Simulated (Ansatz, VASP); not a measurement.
## CoO: VASP beside Ansatz

```
Co O
1.0
     0.00000    2.26815    2.26815
     2.26815    0.00000    2.26815
     2.26815    2.26815    0.00000
Co O
1 1
Direct
  0.00000 0.00000 0.00000
  0.25000 0.25000 0.25000
```

Change from the starting cell: volume scaled by 1.025.

Alike in both runs: task single point; functional PBE; k mesh 13 × 13 × 13; occupations fermi-dirac, width 0.05 eV; collinear spin.

|  | VASP | Ansatz |
| --- | --- | --- |
| version | VASP 6.6.1 | Ansatz 0.2.0 |
| potentials or method | VASP PAW PBE potentials, release 64 (Co, O), cutoff 520 eV | all-electron LAPW, scalar-relativistic |

Ansatz gave:

```
pressure (GPa)                                                : -2.7
net moment per atom (μB)                                      : 1.41
size of the moment on the site where the two differ most (μB) : 2.41
```

Problem. What did VASP give for the same quantities?

Solution. Pressure (GPa): -3.0; net moment per atom (μB): 1.41; size of the moment on the site where the two differ most (μB): 2.42.

Site moments also hang on the region over which each program counts them. Ansatz ran all-electron here, and VASP with PAW potentials.
